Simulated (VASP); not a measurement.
SiC (Moissanite):

```
Si C
1.0
     3.07600    0.00000    0.00000
    -1.53800    2.66389    0.00000
     0.00000    0.00000    5.04800
Si C
2 2
Cartesian
  0.0000 1.7759 0.0000
  1.5380 0.8880 2.5240
  0.0000 1.7759 1.9435
  1.5380 0.8880 4.4675
```

Base run:

* Program: VASP 6.6.1
* Functional: PBEsol
* Potentials or basis: VASP PAW PBE potentials, release 64 (Si, C)
* Cutoff: 520 eV
* k mesh: 6 × 6 × 4
* Occupations: gaussian, width 0.01 eV
* Spin: no spin polarisation

Its results: band gap on the k mesh 2.16 eV, indirect (least direct gap 3.95 eV); pressure 0.6 GPa; largest force 0.743 eV/Å.

**Question.** The run is repeated on the same cell with these changes: functional from PBEsol to RPBE. What comes out?

**Answer.** Band gap on the k mesh 2.36 eV, indirect (least direct gap 4.11 eV); pressure 6.4 GPa; largest force 0.751 eV/Å.

RPBE binds less tightly than PBEsol, so the same cell stands under more pressure.

Caveats: the PAW data sets were made with another functional, which shifts forces and pressure a little.

A k mesh can miss the band edges.
